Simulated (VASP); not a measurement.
# Ti (P6_3/mmc) in VASP: further runs

The runs below take Ti through single point, with PBEsol.

Everything below comes from runs of VASP 6.6.1. Logs are shortened: lines on timing, memory, paths and dates and some standing lists are left out, and cuts for length are marked.

**1. The cell of the first run**

It takes space group P6_3/mmc (No. 194, hexagonal). The conventional cell has a = 2.970 Å, b = 2.970 Å, c = 4.711 Å, α = 90.00°, β = 90.00°, γ = 120.00°. Ti (site symmetry -6m2) has 12 Ti at 2.91 to 2.97 Å within 3.8 Å.

**2. Single point, PBEsol (volume scaled by 1.02)**

Input file INCAR:

```
SYSTEM = Ti
PREC     = Accurate       ! precision mode
ENCUT    = 520            ! plane-wave cutoff, eV
EDIFF    = 1E-6           ! SCF threshold, eV
ISMEAR   = -1             ! smearing method
SIGMA    = 0.05           ! smearing width, eV
LREAL    = .FALSE.        ! projectors in reciprocal space
LASPH    = .TRUE.         ! aspherical terms in the spheres
NELM     = 60             ! most SCF steps
ALGO     = Normal         ! electronic algorithm
ISIF     = 2              ! what is computed and relaxed
LWAVE    = .FALSE.        ! write WAVECAR
LCHARG   = .FALSE.        ! write CHGCAR
GGA      = PS             ! functional
NBANDS   = 19             ! bands
```

Input file KPOINTS:

```
regular mesh
0
G
  10 10 6
  0 0 0
```

Input file POSCAR:

```
Ti
1.0
    2.9695369932      0.0000000000      0.0000000000
   -1.4847684966      2.5716944736      0.0000000000
    0.0000000000      0.0000000000      4.7109942807
Ti
2
Direct
    0.6666666667      0.3333333333      0.7500000000
    0.3333333333      0.6666666667      0.2500000000
```

Potentials or basis: VASP PAW PBE potentials, release 64 (Ti_sv).

Run with:

```bash
$ cat potpaw_PBE.64/Ti_sv/POTCAR > POTCAR
$ mpirun -np 1 vasp_std > vasp.out
```

OUTCAR:

```text
SYSTEM = Ti
   PREC = Accurate
   ENCUT = 520
   EDIFF = 1E-6
   ISMEAR = -1
   LREAL = .FALSE.
   LASPH = .TRUE.
   NELM = 60
   ISIF = 2
   GGA = PS

 ion  position               nearest neighbor table
   1  0.667  0.333  0.750-   2 2.91   2 2.91   2 2.91   2 2.91   2 2.91   2 2.91
   2  0.333  0.667  0.250-   1 2.91   1 2.91   1 2.91   1 2.91   1 2.91   1 2.91

  LATTYP: Found a hexagonal cell.
 ALAT       =     2.9695369932
 C/A-ratio  =     1.5864406780

  Lattice vectors:

 A1 = (   2.9695369932,   0.0000000000,   0.0000000000)
 A2 = (  -1.4847684966,   2.5716944736,   0.0000000000)
 A3 = (   0.0000000000,   0.0000000000,   4.7109942807)

Analysis of symmetry for initial positions (statically):
=====================================================================
 Subroutine PRICEL returns:
 Original cell was already a primitive cell.

 Routine SETGRP: Setting up the symmetry group for a
 hexagonal supercell.

 Subroutine GETGRP returns: Found 24 space group operations
 (whereof 12 operations were pure point group operations)
 out of a pool of 24 trial point group operations.

The static configuration has the point symmetry D_3d.
 The point group associated with its full space group is D_6h.

Analysis of symmetry for dynamics (positions and initial velocities):
=====================================================================
 Subroutine PRICEL returns:
 Original cell was already a primitive cell.

 Routine SETGRP: Setting up the symmetry group for a
 hexagonal supercell.

 Subroutine GETGRP returns: Found 24 space group operations
 (whereof 12 operations were pure point group operations)
 out of a pool of 24 trial point group operations.

The dynamic configuration has the point symmetry D_3d.
 The point group associated with its full space group is D_6h.

 Subroutine INISYM returns: Found 24 space group operations
 (whereof 12 operations are pure point group operations),
 and found     1 'primitive' translations

----------------------------------------------------------------------------------------

                                     Primitive cell

  volume of cell :      35.9766

  direct lattice vectors                    reciprocal lattice vectors
     2.969536993  0.000000000  0.000000000     0.336752835  0.194424340  0.000000000
    -1.484768497  2.571694474  0.000000000     0.000000000  0.388848679  0.000000000
     0.000000000  0.000000000  4.710994281     0.000000000  0.000000000  0.212269415

  length of vectors
     2.969536993  2.969536993  4.710994281     0.388848679  0.388848679  0.212269415

  position of ions in fractional coordinates (direct lattice)
     0.666666667  0.333333333  0.750000000
     0.333333333  0.666666667  0.250000000

  ion indices of the primitive-cell ions
   primitive index   ion index
                 1           1
                 2           2

----------------------------------------------------------------------------------------

 KPOINTS: regular mesh

Automatic generation of k-mesh.
 Grid dimensions read from file:
 generate k-points for:   10   10    6

 Generating k-lattice:

  Cartesian coordinates                     Fractional coordinates (reciprocal lattice)
     0.033675283  0.019442434  0.000000000     0.100000000  0.000000000  0.000000000
     0.000000000  0.038884868  0.000000000     0.000000000  0.100000000  0.000000000
     0.000000000  0.000000000  0.035378236     0.000000000  0.000000000  0.166666667

  Length of vectors
     0.038884868  0.038884868  0.035378236

  Shift w.r.t. Gamma in fractional coordinates (k-lattice)
     0.000000000  0.000000000  0.000000000

 Subroutine IBZKPT returns following result:
 ===========================================

 Found     56 irreducible k-points:

 Following reciprocal coordinates:
            Coordinates               Weight
  0.000000  0.000000  0.000000      1.000000
  0.100000  0.000000  0.000000      6.000000
  0.200000  0.000000  0.000000      6.000000
  0.300000  0.000000  0.000000      6.000000
  0.400000 -0.000000  0.000000      6.000000
  0.500000  0.000000  0.000000      3.000000
[... 16 lines left out ...]
  0.300000  0.100000  0.166667     24.000000
  0.400000  0.100000  0.166667     24.000000
 [... further k-points ...]
   k-points           NKPTS =     56   k-points in BZ     NKDIM =     56   number of bands    NBANDS=     19
   number of dos      NEDOS =    301   number of ions     NIONS =      2
   total plane-waves  NPLWV =  20736
   dimension x,y,z NGX =    24 NGY =   24 NGZ =   36
   dimension x,y,z NGXF=    48 NGYF=   48 NGZF=   72
   ions per type =               2
   NGX,Y,Z   is equivalent  to a cutoff of  13.44, 13.44, 12.70 a.u.
   NGXF,Y,Z  is equivalent  to a cutoff of  26.87, 26.87, 25.41 a.u.
 SYSTEM =  Ti
   PREC   = accura    normal or accurate (medium, high low for compatibility)
   ISTART =      0    job   : 0-new  1-cont  2-samecut
   ICHARG =      2    charge: 1-file 2-atom 10-const
   ISPIN  =      1    spin polarized calculation?
   LNONCOLLINEAR =      F non collinear calculations
   LSORBIT =      F    spin-orbit coupling
   LASPH  =      T    aspherical Exc in radial PAW
   ENCUT  =  520.0 eV  38.22 Ry    6.18 a.u.   5.52  5.52  8.76*2*pi/ulx,y,z
   NELM   =     60;   NELMIN=  2; NELMDL= -5     # of ELM steps
   EDIFF  = 0.1E-05   stopping-criterion for ELM
   LREAL  =      F    real-space projection
   EDIFFG = 0.1E-04   stopping-criterion for IOM
   NSW    =      0    number of steps for IOM
   IBRION =     -1    ionic relax: 0-MD 1-quasi-New 2-CG
   NFREE  =      0    steps in history (QN), initial steepest desc. (CG)
   ISIF   =      2    stress and relaxation
   ISYM   =      2    0-nonsym 1-usesym 2-fastsym
   POTIM  = 0.5000    time-step for ionic-motion
   TEBEG  =    0.0;   TEEND  =   0.0 temperature during run
   PSTRESS=    0.0 pullay stress
   NELECT =      24.0000    total number of electrons
   NUPDOWN=      -1.0000    fix difference up-down
   EMIN   =  10.00;   EMAX   =-10.00  energy-range for DOS
   EFERMI =   0.00;   METHOD = LEGACY
   ISMEAR =    -1;   SIGMA  =   0.05  broadening in eV -4-tet -1-fermi 0-gaus
   EFERMI_NEDOS =   21; number of points for ismear=-14 and -15
   IALGO  =     38    algorithm
   IMIX   =      4    mixing-type and parameters
     AMIX     =   0.40;   BMIX     =  1.00
     AMIX_MAG =   1.60;   BMIX_MAG =  1.00
  volume/ion in A,a.u.               =      17.99       121.39
  Fermi-wavevector in a.u.,A,eV,Ry     =   1.430447  2.703152 27.839939  2.046178
  Thomas-Fermi vector in A             =   2.550291
   LORBIT       =      0    0 simple, 1 ext, 2 COOP (PROOUT), +10 PAW based schemes
   GGA     = PS    functional components
   LHFCALC =     F    Hartree Fock is set to
   AEXX    =    0.0000 exact exchange contribution
   IVDW    =     0    specifies the selected vdW correction
   LEPSILON=     F    determine dielectric tensor
   LRPA    =     F    only Hartree local field effects (RPA)
 non-spin polarized calculation
  energy-cutoff  :      520.00
  volume of cell :       35.98
 maximum number of plane-waves:      1014
 NGX is ok and might be reduce to    24
   NGX = 11   NGY = 11   NGZ = 17

 number of electron      24.0000002 magnetization

 Free energy of the ion-electron system (eV)
  ---------------------------------------------------
  ext. energy  EPLUGINS =         0.00000000
  ---------------------------------------------------
  free energy    TOTEN  =       -16.61932767 eV

  energy without entropy =      -16.59923610  energy(sigma->0) =      -16.60928188

 E-fermi :   7.8331     XC(G=0): -11.4686

 val. band max:        7.8300560069   @ k =   0.1000   0.1000   0.1667
 cond. band min:       7.8448882503   @ k =   0.3000   0.3000   0.3333
 fundamental gap:      0.0148322434
 Fermi energy:         7.8331107754

 k-point     1 :       0.0000    0.0000    0.0000
  band No.  band energies     occupation
      1     -48.8452      2.00000
      2     -48.7250      2.00000
      3     -25.4983      2.00000
      4     -24.9126      2.00000
      5     -24.9126      2.00000
      6     -24.8593      2.00000
[... 11 lines left out ...]
     18       9.4050      0.00000
     19      10.8669      0.00000

 k-point     2 :       0.1000    0.0000    0.0000
  band No.  band energies     occupation
      1     -48.8366      2.00000
      2     -48.7216      2.00000
      3     -25.4787      2.00000
      4     -24.9527      2.00000
      5     -24.9259      2.00000
      6     -24.8677      2.00000
[... 11 lines left out ...]
     18       9.2624      0.00000
     19      10.9406      0.00000

 k-point     3 :       0.2000    0.0000    0.0000
  band No.  band energies     occupation
      1     -48.8134      2.00000
      2     -48.7133      2.00000
      3     -25.4237      2.00000
      4     -25.0587      2.00000
      5     -24.9694      2.00000
      6     -24.9595      2.00000
[... 11 lines left out ...]
     18       9.7015      0.00000
     19      11.0775      0.00000

 k-point     4 :       0.3000    0.0000    0.0000
  band No.  band energies     occupation
      1     -48.7826      2.00000
      2     -48.7050      2.00000
      3     -25.3453      2.00000
      4     -25.1913      2.00000
      5     -25.0953      2.00000
      6     -24.9991      2.00000
[... 11 lines left out ...]
     18      10.3428      0.00000
     19      11.1848      0.00000

 k-point     5 :       0.4000   -0.0000    0.0000
  band No.  band energies     occupation
      1     -48.7542      2.00000
      2     -48.7016      2.00000
      3     -25.2993      2.00000
      4     -25.2640      2.00000
      5     -25.1936      2.00000
      6     -25.0301      2.00000
[... 11 lines left out ...]
     18      11.0495      0.00000
     19      11.2428      0.00000
[... 334 lines left out ...]
      2     -48.7228      2.00000
      3     -25.4108      2.00000
      4     -25.0044      2.00000
      5     -24.9938      2.00000
      6     -24.9401      2.00000
[... 11 lines left out ...]
     18       9.7128      0.00000
     19      10.9851      0.00000

 k-point    22 :       0.2000    0.1000    0.1667
  band No.  band energies     occupation
      1     -48.7878      2.00000
      2     -48.7133      2.00000
      3     -25.3627      2.00000
      4     -25.1151      2.00000
      5     -25.0833      2.00000
      6     -24.9835      2.00000
[... 11 lines left out ...]
     18      10.2139      0.00000
     19      11.0569      0.00000

 k-point    23 :       0.3000    0.1000    0.1667
  band No.  band energies     occupation
      1     -48.7595      2.00000
      2     -48.7062      2.00000
      3     -25.3333      2.00000
      4     -25.2147      2.00000
      5     -25.1536      2.00000
      6     -25.0272      2.00000
[... 11 lines left out ...]
     18      10.7529      0.00000
     19      11.2581      0.00000

 k-point    24 :       0.4000    0.1000    0.1667
  band No.  band energies     occupation
      1     -48.7389      2.00000
      2     -48.7048      2.00000
      3     -25.3589      2.00000
      4     -25.2566      2.00000
      5     -25.1626      2.00000
      6     -25.0470      2.00000
[... 11 lines left out ...]
     18      11.1301      0.00000
     19      11.8163      0.00000

 [... further k-points ...]

------------------------ aborting loop because EDIFF is reached ----------------------------------------

  FORCE on cell =-STRESS in cart. coord.  units (eV):
  Direction    XX          YY          ZZ          XY          YZ          ZX
  --------------------------------------------------------------------------------------
  -------------------------------------------------------------------------------------
  Total       -1.6988405     -1.6988405     -1.8134966      0.0000000      0.0000000      0.0000000
  in kB      -75.6558490    -75.6558490    -80.7619192      0.0000000      0.0000000      0.0000000
  external PRESSURE =     -77.3578724 kB  Pullay stress =       0.0000000 kB

 VOLUME and BASIS-vectors are now :
 -----------------------------------------------------------------------------
  energy-cutoff  :      520.00
  volume of cell :       35.98
      direct lattice vectors                 reciprocal lattice vectors
     2.969536993  0.000000000  0.000000000     0.336752835  0.194424340  0.000000000
    -1.484768497  2.571694474  0.000000000     0.000000000  0.388848679  0.000000000
     0.000000000  0.000000000  4.710994281     0.000000000  0.000000000  0.212269415

 POSITION                                       TOTAL-FORCE (eV/Angst)
 -----------------------------------------------------------------------------------
      1.48477      0.85723      3.53325        -0.000000     -0.000000      0.000000
     -0.00000      1.71446      1.17775         0.000000      0.000000      0.000000
 -----------------------------------------------------------------------------------
    total drift:                               -0.000000      0.000000     -0.000000

  FREE ENERGIE OF THE ION-ELECTRON SYSTEM (eV)
  ---------------------------------------------------
  free  energy   TOTEN  =       -16.6193276650 eV

  energy  without entropy=      -16.5992361008  energy(sigma->0) =      -16.60928188
```

Run time: 20 s. Hardware: 1 thread of Intel Xeon Platinum 8375C at 2.90GHz (Ice Lake), shared host; peak memory 0.17 GiB.

Results:

| Quantity | Value |
| --- | --- |
| Free energy | -16.6193 eV |
| Pressure | -7.7 GPa |
| Band gap on the k mesh | zero (band 12 reaches 8.60 eV, above the bottom of band 13 at 7.61 eV) |

Stress tensor (GPa, compression positive):
```
-7.57  0.00  0.00
 0.00 -7.57  0.00
 0.00  0.00 -8.08
```

Caveat: the PAW data sets were made with another functional, which shifts forces and pressure a little.

**3. Single point, PBEsol (volume scaled by 1.04)**

Input file INCAR:

```
SYSTEM = Ti
  PREC = Accurate
  ENCUT = 520
  EDIFF = 1E-6
  ISMEAR = -1
  SIGMA = 0.05
  LREAL = .FALSE.
  LASPH = .TRUE.
  NELM = 80
  ALGO = Normal
  ISIF = 2
  LWAVE = .FALSE.
  LCHARG = .TRUE.
  GGA = PS
  LELF = .TRUE.
  LVHAR = .TRUE.
  NBANDS = 19
```

KPOINTS is that of step 2.

Input file POSCAR:

```
Ti
1.0
    2.9888202413      0.0000000000      0.0000000000
   -1.4944101206      2.5883942563      0.0000000000
    0.0000000000      0.0000000000      4.7415860099
Ti
2
Direct
    0.6666666667      0.3333333333      0.7500000000
    0.3333333333      0.6666666667      0.2500000000
```

Potentials or basis: VASP PAW PBE potentials, release 64 (Ti_sv).

Run with:

```bash
$ cat potpaw_PBE.64/Ti_sv/POTCAR > POTCAR
$ mpirun -np 1 vasp_std > vasp.out
```

OUTCAR:

```text
SYSTEM = Ti
   PREC = Accurate
   ENCUT = 520
   EDIFF = 1E-6
   ISMEAR = -1
   LREAL = .FALSE.
   LASPH = .TRUE.
   NELM = 80
   ISIF = 2
   GGA = PS

 ion  position               nearest neighbor table
   1  0.667  0.333  0.750-
   2  0.333  0.667  0.250-

  LATTYP: Found a hexagonal cell.
 ALAT       =     2.9888202413
 C/A-ratio  =     1.5864406780

  Lattice vectors:

 A1 = (   2.9888202413,   0.0000000000,   0.0000000000)
 A2 = (  -1.4944101206,   2.5883942563,   0.0000000000)
 A3 = (   0.0000000000,   0.0000000000,   4.7415860099)

Analysis of symmetry for initial positions (statically):
=====================================================================
 Subroutine PRICEL returns:
 Original cell was already a primitive cell.

 Routine SETGRP: Setting up the symmetry group for a
 hexagonal supercell.

 Subroutine GETGRP returns: Found 24 space group operations
 (whereof 12 operations were pure point group operations)
 out of a pool of 24 trial point group operations.

The static configuration has the point symmetry D_3d.
[... 153 lines left out ...]
 number of electron      23.9999999 magnetization

 Free energy of the ion-electron system (eV)
  ---------------------------------------------------
  ext. energy  EPLUGINS =         0.00000000
  ---------------------------------------------------
  free energy    TOTEN  =       -16.58169982 eV

  energy without entropy =      -16.56149069  energy(sigma->0) =      -16.57159525

 E-fermi :   7.6363     XC(G=0): -11.3772

 val. band max:        7.6275357006   @ k =   0.2000   0.0000   0.3333
 cond. band min:       7.6405699715   @ k =   0.1000   0.1000   0.1667
 fundamental gap:      0.0130342709
 Fermi energy:         7.6363410242

 k-point     1 :       0.0000    0.0000    0.0000
  band No.  band energies     occupation
      1     -49.0767      2.00000
      2     -48.9656      2.00000
      3     -25.7096      2.00000
      4     -25.1582      2.00000
      5     -25.1582      2.00000
      6     -25.1101      2.00000
[... 505 lines left out ...]
      6     -25.2844      2.00000
[... 11 lines left out ...]
     18      10.8509      0.00000
     19      11.5177      0.00000

 [... further k-points ...]
[... 5 lines left out ...]
  --------------------------------------------------------------------------------------
  -------------------------------------------------------------------------------------
  Total       -2.1151143     -2.1151143     -2.2325269     -0.0000000     -0.0000000      0.0000000
  in kB      -92.3826831    -92.3826831    -97.5109570     -0.0000000     -0.0000000      0.0000000
  external PRESSURE =     -94.0921077 kB  Pullay stress =       0.0000000 kB

 VOLUME and BASIS-vectors are now :
 -----------------------------------------------------------------------------
  energy-cutoff  :      520.00
  volume of cell :       36.68
      direct lattice vectors                 reciprocal lattice vectors
     2.988820241  0.000000000  0.000000000     0.334580175  0.193169954  0.000000000
    -1.494410121  2.588394256  0.000000000     0.000000000  0.386339908  0.000000000
     0.000000000  0.000000000  4.741586010     0.000000000  0.000000000  0.210899897

 POSITION                                       TOTAL-FORCE (eV/Angst)
 -----------------------------------------------------------------------------------
      1.49441      0.86280      3.55619         0.000000     -0.000000      0.000000
     -0.00000      1.72560      1.18540        -0.000000      0.000000      0.000000
 -----------------------------------------------------------------------------------
    total drift:                               -0.000000      0.000000     -0.000000

  FREE ENERGIE OF THE ION-ELECTRON SYSTEM (eV)
  ---------------------------------------------------
  free  energy   TOTEN  =       -16.5816998157 eV

  energy  without entropy=      -16.5614906908  energy(sigma->0) =      -16.57159525
```

It took 20 s on 1 thread of Intel Xeon Platinum 8375C at 2.90GHz (Ice Lake), shared host; peak memory 0.17 GiB.

What came out:

```yaml
Free_energy: -16.5817 eV
Pressure: -9.4 GPa
Band_gap_on_the_k_mesh: zero (band 12 reaches 8.39 eV, above the bottom of band 13 at 7.41 eV)
```

Stress tensor (GPa, compression positive):
```
-9.24  0.00  0.00
 0.00 -9.24  0.00
 0.00  0.00 -9.75
```

Caveat: the PAW data sets were made with another functional, which shifts forces and pressure a little.
